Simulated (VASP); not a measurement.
# Sb: single point with PBEsol

The system is Sb.

```
Sb
1.0
     2.15917   -6.00112    0.00000
     2.15917    6.00112    0.00000
     0.00000    0.00000    4.58921
Sb
4
Cartesian
  2.1592 4.5766 4.4175
  2.1592 -1.4245 2.4664
  2.1592 -4.5766 0.1717
  2.1592 1.4245 2.1229
```

```json
{
  "Program": "VASP 6.6.1",
  "Task": "single point",
  "Functional": "PBEsol",
  "Potentials or basis": "VASP PAW PBE potentials, release 64 (Sb)",
  "Cutoff": "520 eV",
  "k mesh": "12 × 12 × 10",
  "Occupations": "gaussian, width 0.1 eV",
  "Spin": "no spin polarisation"
}
```

| Quantity | Value |
| --- | --- |
| Pressure | 0.2 GPa |
| Largest force | 0.061 eV/Å |
| Band gap on the k mesh | zero (bands 10 and 11 overlap by 0.63 eV) |

Forces in eV/Å, atoms in the order of the input:
```
Sb   0.000 -0.048  0.038
Sb   0.000 -0.048 -0.038
Sb   0.000  0.048 -0.038
Sb   0.000  0.048  0.038
```

Stress tensor (GPa, compression positive):
```
0.18 0.00 0.00
0.00 0.27 0.00
0.00 0.00 0.14
```

Levels at points of the mesh, in eV from the Fermi level:
```tsv
k point	band 7	band 8	band 9	band 10	band 11	band 12	band 13	band 14
(0.00, 0.00, 0.00)	-2.70	-2.15	-1.40	-0.43	2.23	2.62	3.00	3.65
(0.50, 0.00, 0.00)	-1.60	-1.60	-1.08	-1.08	0.57	0.57	1.31	1.31
(0.50, 0.50, 0.00)	-2.96	-1.50	-1.15	-0.65	-0.03	2.32	2.34	3.03
(0.00, 0.00, 0.50)	-1.33	-1.33	-0.16	-0.16	0.59	0.59	0.82	0.82
(0.50, 0.00, 0.50)	-4.04	-4.04	-1.40	-1.40	1.72	1.72	5.27	5.27
(0.50, 0.50, 0.50)	-1.05	-1.05	-0.65	-0.65	1.05	1.05	1.59	1.59
```

Run time: 3.2 min on 1 thread of Intel(R) Xeon(R) 6975P-C (Granite Rapids), with other jobs on the host, peak memory 0.58 GiB.

Caveat: the PAW data sets were made with another functional, which shifts forces and pressure a little; spin-orbit coupling is left out, which moves the levels of the heavy elements.
